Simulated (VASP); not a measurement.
A run of VASP 6.6.1 is set up as follows.

Contents of INCAR:

```
PREC     = Accurate       # precision mode
ENCUT    = 520            # plane-wave cutoff, eV
EDIFF    = 1E-6           # SCF threshold, eV
ISMEAR   = -1             # smearing method
SIGMA    = 0.1            # smearing width, eV
LREAL    = F              # projectors in reciprocal space
LASPH    = T              # aspherical terms in the spheres
NELM     = 60             # most SCF steps
ALGO     = Normal         # electronic algorithm
ISIF     = 2              # what is computed and relaxed
LWAVE    = F              # write WAVECAR
LCHARG   = F              # write CHGCAR
GGA      = CA             # functional
NBANDS   = 54             # bands
```

The input KPOINTS:

```
regular mesh
0
Gamma
  7 7 7
```

POSCAR

```
Au
1.0
    5.1539185240      0.0000000000      0.0000000000
    0.0000000000      5.1539185240      0.0000000000
    0.0000000000      0.0000000000      5.1539185240
Au
8
Direct
    1.0000000000      0.0000000000      1.0000000000
    0.5000000000      0.5000000000      0.5000000000
    0.2500000000      1.0000000000      0.5000000000
    0.7500000000      1.0000000000      0.5000000000
    0.5000000000      0.2500000000      1.0000000000
    0.5000000000      0.7500000000      1.0000000000
    0.0000000000      0.5000000000      0.2500000000
    0.0000000000      0.5000000000      0.7500000000
```

Potentials or basis: VASP PAW LDA potentials, release 64 (Au).

Run with:

```console
$ cat potpaw_LDA.64/Au/POTCAR > POTCAR
$ mpirun -np 1 vasp_std > vasp.out
```

Question: Predict the band gap on the k mesh.

Answer: Zero (band 44 reaches 10.25 eV, above the bottom of band 45 at 8.42 eV).

Question: What does it give for the pressure?

Answer: 0.6 GPa.

Caveat: spin-orbit coupling is left out, which moves the levels of the heavy elements.
